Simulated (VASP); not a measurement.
Here is a VASP 6.6.1 calculation.

INCAR

```
PREC     = Accurate       # precision mode
ENCUT    = 520            # plane-wave cutoff, eV
EDIFF    = 1E-6           # SCF threshold, eV
ISMEAR   = 0              # smearing method
SIGMA    = 0.1            # smearing width, eV
LREAL    = F              # projectors in reciprocal space
LASPH    = T              # aspherical terms in the spheres
NELM     = 100            # most SCF steps
ALGO     = Normal         # electronic algorithm
ISIF     = 2              # what is computed and relaxed
LWAVE    = F              # write WAVECAR
LCHARG   = F              # write CHGCAR
GGA      = PE             # functional
NBANDS   = 31             # bands
```

The input KPOINTS:

```
regular mesh
0
Gamma
  6 6 2
```

File POSCAR:

```
Si2Ge
1.0
    3.9256508878      0.0000000031      0.0000000000
   -1.9628254466      3.3997133937      0.0000000000
    0.0000000000      0.0000000000      9.5883779382
Si Ge
4 2
Direct
    0.0000000000      0.0000000000      0.3773342520
    0.3333333333      0.6666666667      0.0393471258
    0.0000000000      0.0000000000      0.6226657480
    0.6666666667      0.3333333333      0.9606528742
    0.6666666667      0.3333333333      0.7078812590
    0.3333333333      0.6666666667      0.2921187410
```

Potentials or basis: VASP PAW PBE potentials, release 64 (Si, Ge_d).

Run with:

```bash
$ cat potpaw_PBE.64/Si/POTCAR potpaw_PBE.64/Ge_d/POTCAR > POTCAR
$ mpirun -np 1 vasp_std > vasp.out
```

Problem. Predict the pressure.

Solution. 0.2 GPa.

Problem. Predict the band gap on the k mesh.

Solution. 0.72 eV (least direct gap 1.09 eV).

Forces in eV/Å, atoms in the order of the input:
```
Si   0.000  0.000 -0.002
Si   0.000  0.000 -0.002
Si   0.000  0.000  0.002
Si   0.000  0.000  0.002
Ge   0.000  0.000 -0.002
Ge   0.000  0.000  0.002
```

A k mesh can miss the band edges.
